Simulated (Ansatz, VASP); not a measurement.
**Two plane-wave programs on PtBr2**

Contents of INCAR:

```
PREC = Accurate
ENCUT = 600
EDIFF = 1E-6
ISMEAR = -1
SIGMA = 0.05
LREAL = False
LASPH = True
NELM = 60
ALGO = Normal
ISIF = 3
LWAVE = False
LCHARG = False
GGA = PE
IBRION = 2
NSW = 100
EDIFFG = -0.005
```

Contents of KPOINTS:

```
regular mesh
0
Gamma
  11 11 11
```

The input POSCAR:

```
PtBr2
1.0
    0.0000000000      2.8569094183      2.8569094183
    2.8569094183      0.0000000000      2.8569094183
    2.8569094183      2.8569094183      0.0000000000
Pt Br
1 2
Direct
    0.0000000000      0.0000000000      0.0000000000
    0.2500000000      0.2500000000      0.2500000000
    0.7500000000      0.7500000000      0.7500000000
```

Input for Ansatz:

```yaml
crystal:
  lattice:
    - [0.0, 2.8569094183, 2.8569094183]
    - [2.8569094183, 0.0, 2.8569094183]
    - [2.8569094183, 2.8569094183, 0.0]
  atoms:
    - { symbol: Pt, position: [0.0, 0.0, 0.0] }
    - { symbol: Br, position: [0.25, 0.25, 0.25] }
    - { symbol: Br, position: [0.75, 0.75, 0.75] }
kpoints:
  mp_grid: { grid: [11, 11, 11] }
scf:
  occupations: { method: fermi_dirac, width: 0.05 }
hamiltonian:
  xc: pbe
  pseudopotentials: { kind: paw }
output:
  forces: true
  stress: true
relax:
  f_tol: 0.005
  max_steps: 80
  cell: {}
```

Alike in both runs: task relaxation of cell and atoms; functional PBE; k mesh 11 × 11 × 11; occupations fermi-dirac, width 0.05 eV; no spin polarisation.

```csv
,VASP,Ansatz
version,VASP 6.6.1,Ansatz 0.2.0
potentials or method,"VASP PAW PBE potentials, release 64 (Pt, Br)","PAW with Ansatz's default frozen-core files, scalar-relativistic"
plane-wave cutoff (eV),600,420
valence electrons in the cell,24,32
```

```csv
,VASP,Ansatz,Ansatz less VASP
relaxed volume (Å³/atom),24.17,24.18,+0.015
relaxed cell length with the largest relative difference (Å),4.680,4.681,+0.0010
```

VASP's potentials hold 24 valence electrons a cell and Ansatz's 32, so a difference there can come from the potentials and not from the codes.

Neither program's run includes spin-orbit coupling. Noted on VASP's run: the volume moved by over 15 % at a fixed basis, so the end points are rough.
